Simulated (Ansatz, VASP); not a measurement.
CdTe: VASP beside Ansatz

```
Cd Te
1.0
     0.00000    2.87417    2.87417
     2.87417    0.00000    2.87417
     2.87417    2.87417    0.00000
Cd Te
1 1
Direct
  0.00000 0.00000 0.00000
  0.50000 0.50000 0.50000
```

Change from the starting cell: volume scaled by 0.88, PAW files.

Alike in both runs: task single point; functional PBEsol; k mesh 13 × 13 × 13; occupations fermi-dirac, width 0.05 eV; no spin polarisation.

|  | VASP | Ansatz |
| --- | --- | --- |
| version | VASP 6.6.1 | Ansatz 0.2.0 |
| potentials or method | VASP PAW PBE potentials, release 64 (Cd, Te) | PAW with Ansatz's default frozen-core files, scalar-relativistic |
| plane-wave cutoff (eV) | 520 | 420 |
| valence electrons in the cell | 18 | 36 |

|  | VASP | Ansatz | Ansatz less VASP |
| --- | --- | --- | --- |
| pressure (GPa) | 10.3 | 9.8 | -0.44 |

VASP's potentials were made for PBE, not for PBEsol. VASP's potentials hold 18 valence electrons a cell and Ansatz's 36, so a difference there can come from the potentials and not from the codes.

Neither program's run includes spin-orbit coupling.
